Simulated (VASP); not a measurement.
# Ni in VASP: a series of runs, part 3 of 3

VASP 6.6.1. Earlier steps stand in the parts before.

## (5) Electric field gradients, PBE, collinear spin, ferromagnetic start (equal xx and yy strain of +2 %)

Contents of INCAR:

```
SYSTEM = Ni
ALGO = Normal
EDIFF = 1E-8
ENCUT = 520
GGA = PE
GGA_COMPAT = .FALSE.
ISIF = 2
ISMEAR = -1
ISPIN = 2
LASPH = .TRUE.
LCHARG = .FALSE.
LEFG = .TRUE.
LMAXMIX = 4
LORBIT = 11
LREAL = .FALSE.
LWAVE = .FALSE.
MAGMOM = 1.5
NBANDS = 15
NELM = 200
PREC = Accurate
SIGMA = 0.05
```

Contents of KPOINTS:

```
k-points
0
G
  20 20 20
  0 0 0
```

Contents of POSCAR:

```
Ni
1.0
    0.0000000000      1.8033090000      1.7679500000
    1.8033090000      0.0000000000      1.7679500000
    1.8033090000      1.8033090000      0.0000000000
Ni
1
Direct
    0.0000000000      0.0000000000      0.0000000000
```

Potentials or basis: VASP PAW PBE potentials, release 64 (Ni).

On the command line:

```
> cat potpaw_PBE.64/Ni/POTCAR > POTCAR
> mpirun -np 1 vasp_std > vasp.out
```

OUTCAR:

```text
SYSTEM = Ni
   EDIFF = 1E-8
   ENCUT = 520
   GGA = PE
   ISIF = 2
   ISMEAR = -1
   ISPIN = 2
   LASPH = .TRUE.
   LORBIT = 11
   LREAL = .FALSE.
   NELM = 200
   PREC = Accurate

 ion  position               nearest neighbor table
   1  0.000  0.000  0.000-

  LATTYP: Found a body centered tetragonal cell.
 ALAT       =     2.5502640449
 C/A-ratio  =     1.3864838847

  Lattice vectors:

 A1 = (   0.0000000000,  -1.8033090000,  -1.7679500000)
 A2 = (   0.0000000000,   1.8033090000,  -1.7679500000)
 A3 = (   1.8033090000,   0.0000000000,   1.7679500000)

Analysis of symmetry for initial positions (statically):
=====================================================================
 Subroutine PRICEL returns:
 Original cell was already a primitive cell.

 Routine SETGRP: Setting up the symmetry group for a
 body centered tetragonal supercell.

 Subroutine GETGRP returns: Found 16 space group operations
 (whereof 16 operations were pure point group operations)
 out of a pool of 16 trial point group operations.

The static configuration has the point symmetry D_4h.

Analysis of symmetry for dynamics (positions and initial velocities):
=====================================================================
 Subroutine PRICEL returns:
 Original cell was already a primitive cell.

 Routine SETGRP: Setting up the symmetry group for a
 body centered tetragonal supercell.

 Subroutine GETGRP returns: Found 16 space group operations
 (whereof 16 operations were pure point group operations)
 out of a pool of 16 trial point group operations.

The dynamic configuration has the point symmetry D_4h.

Analysis of structural, dynamic, and magnetic symmetry:
=====================================================================
 Subroutine PRICEL returns:
 Original cell was already a primitive cell.

 Routine SETGRP: Setting up the symmetry group for a
 body centered tetragonal supercell.

 Subroutine GETGRP returns: Found 16 space group operations
 (whereof 16 operations were pure point group operations)
 out of a pool of 16 trial point group operations.

The overall configuration has the point symmetry D_4h.

 Subroutine INISYM returns: Found 16 space group operations
 (whereof 16 operations are pure point group operations),
 and found     1 'primitive' translations

----------------------------------------------------------------------------------------

                                     Primitive cell

  volume of cell :      11.4985

  direct lattice vectors                    reciprocal lattice vectors
     0.000000000  1.803309000  1.767950000    -0.277268067  0.277268067  0.282813428
     1.803309000  0.000000000  1.767950000     0.277268067 -0.277268067  0.282813428
     1.803309000  1.803309000  0.000000000     0.277268067  0.277268067 -0.282813428

  length of vectors
     2.525385228  2.525385228  2.550264045     0.483465197  0.483465197  0.483465197

  position of ions in fractional coordinates (direct lattice)
     0.000000000  0.000000000  0.000000000

  ion indices of the primitive-cell ions
   primitive index   ion index
                 1           1

[... 113 lines left out ...]
  ---------------------------------------------------
  ext. energy  EPLUGINS =         0.00000000
  ---------------------------------------------------
  free energy    TOTEN  =        -5.45825844 eV

  energy without entropy =       -5.44320831  energy(sigma->0) =       -5.45073337

 E-fermi :   8.6168     XC(G=0): -12.9325

 val. band max:        8.6165382227   @ k =   0.3500   0.2500   0.0500
 cond. band min:       8.6183563179   @ k =  -0.4500   0.0500   0.5000
 fundamental gap:      0.0018180953
 Fermi energy:         8.6168007651

 spin component 1

 k-point     1 :       0.0000    0.0000    0.0000
  band No.  band energies     occupation
      1      -0.0142      1.00000
      2       6.2736      1.00000
      3       6.2736      1.00000
      4       6.3825      1.00000
      5       7.3397      1.00000
      6       7.4608      1.00000
      7      31.8774      0.00000
      8      35.2475      0.00000
      9      35.2475      0.00000
     10      35.4153      0.00000
     11      38.0171      0.00000
     12      38.1168      0.00000
     13      38.1168      0.00000
     14      41.1419      0.00000
[... 403 lines left out ...]
      4       6.5715      1.00000
      5       7.7067      1.00000
      6       8.0113      0.99999
      7      17.3668      0.00000
      8      30.0077      0.00000
      9      31.7522      0.00000
     10      33.2022      0.00000
     11      35.3442      0.00000
     12      37.4756      0.00000
     13      41.7352      0.00000
     14      47.9046      0.00000
     15      49.5852      0.00000

 [... further k-points ...]

 spin component 2

 k-point     1 :       0.0000    0.0000    0.0000
  band No.  band energies     occupation
      1      -0.0548      1.00000
      2       7.0426      1.00000
      3       7.0426      1.00000
      4       7.1486      1.00000
      5       7.9369      1.00000
      6       8.0514      0.99999
      7      31.7015      0.00000
      8      35.2261      0.00000
      9      35.2261      0.00000
     10      35.4119      0.00000
     11      38.0999      0.00000
     12      38.2158      0.00000
     13      38.2158      0.00000
     14      41.0108      0.00000
[... 403 lines left out ...]
      4       7.1116      1.00000
      5       8.4496      0.96589
      6       8.7108      0.13229
      7      17.6003      0.00000
      8      29.9613      0.00000
      9      31.7503      0.00000
     10      33.3064      0.00000
     11      35.3694      0.00000
     12      37.4932      0.00000
     13      41.7836      0.00000
     14      47.9662      0.00000
     15      49.7133      0.00000

 [... further k-points ...]
[... 5 lines left out ...]
  --------------------------------------------------------------------------------------
  -------------------------------------------------------------------------------------
  Total       -0.7137291     -0.7137291     -0.5779437      0.0000000      0.0000000     -0.0000000
  in kB      -99.4497603    -99.4497603    -80.5296540      0.0000000      0.0000000     -0.0000000
  external PRESSURE =     -93.1430582 kB  Pullay stress =       0.0000000 kB

 VOLUME and BASIS-vectors are now :
 -----------------------------------------------------------------------------
  energy-cutoff  :      520.00
  volume of cell :       11.50
      direct lattice vectors                 reciprocal lattice vectors
     0.000000000  1.803309000  1.767950000    -0.277268067  0.277268067  0.282813428
     1.803309000  0.000000000  1.767950000     0.277268067 -0.277268067  0.282813428
     1.803309000  1.803309000  0.000000000     0.277268067  0.277268067 -0.282813428

 POSITION                                       TOTAL-FORCE (eV/Angst)
 -----------------------------------------------------------------------------------
      0.00000      0.00000      0.00000         0.000000     -0.000000      0.000000
 -----------------------------------------------------------------------------------
    total drift:                                0.000000      0.000000      0.000000

  FREE ENERGIE OF THE ION-ELECTRON SYSTEM (eV)
  ---------------------------------------------------
  free  energy   TOTEN  =        -5.4582584351 eV

  energy  without entropy=       -5.4432083128  energy(sigma->0) =       -5.45073337

 Electric field gradients (V/A^2)
---------------------------------------------------------------------
 ion       V_xx      V_yy      V_zz      V_xy      V_xz      V_yz
---------------------------------------------------------------------
   1       0.786     0.786    -1.573     0.001    -0.002    -0.002
---------------------------------------------------------------------

 Electric field gradients after diagonalization (V/A^2)
 (convention: |V_zz| > |V_xx| > |V_yy|)
----------------------------------------------------------------------
 ion       V_xx      V_yy      V_zz     asymmetry (V_yy - V_xx)/ V_zz
----------------------------------------------------------------------
   1       0.787     0.786    -1.573       0.001
----------------------------------------------------------------------

           NMR quadrupolar parameters

 Cq : quadrupolar parameter    Cq=e*Q*V_zz/h
 eta: asymmetry parameters     (V_yy - V_xx)/ V_zz
 Q  : nuclear electric quadrupole moment in mb (millibarn)
----------------------------------------------------------------------
 ion       Cq(MHz)       eta       Q (mb)
----------------------------------------------------------------------
   1      -0.004       0.001       1.000
----------------------------------------------------------------------

 total charge

# of ion       s       p       d       tot
------------------------------------------
    1        0.475   0.451   8.291   9.217

 magnetization (x)

# of ion       s       p       d       tot
------------------------------------------
    1       -0.007  -0.024   0.685   0.654
```

It took 2.8 min on 1 thread of Intel Xeon 6975P-C, shared host; peak memory 0.27 GiB.

What came out:

* Free energy: -5.4583 eV
* Pressure: -9.3 GPa
* Net moment: 0.64 μB per cell
* Site moments: Ni +0.65 μB
* Valence electrons inside the program's atomic spheres: Ni 9.22

Electric field gradients, principal values (V/Å²):
| atom | least | middle | greatest (by size) |
| --- | --- | --- | --- |
| 1 Ni | 0.786 | 0.787 | -1.573 |

Caveat: the cell differs from its parent crystal (equal xx and yy strain of +2 %); without QUAD_EFG the Cq values of the log hold for a quadrupole moment of 1 mb, not for the nuclei.

## (6) Summary

| cell | gap on the mesh (eV) | pressure (GPa) | moment (μB) |
| --- | --- | --- | --- |
| a = 2.517 Å, angles 60.0°, 1 atom | none | -6.2 | 0.63 |
| a = 2.549 Å, angles 60.0°, 1 atom | none | -12.0 | 0.64 |
| a = 2.513, b = 2.513, c = 2.500 Å, angles 60.2, 60.2, 59.7°, 1 atom | none | -4.6 | 0.63 |
| a = 2.525, b = 2.525, c = 2.550 Å, angles 59.7, 59.7, 60.7°, 1 atom | none | -9.3 | 0.64 |

Alike in all rows: task electric field gradients; level PBE; potentials or basis VASP PAW PBE potentials, release 64 (Ni); spin collinear, ferromagnetic start; k mesh 20 × 20 × 20; cutoff (eV) 520; smearing fermi-dirac 0.05 eV.

Absolute energies hang on the potentials; compare differences alone.
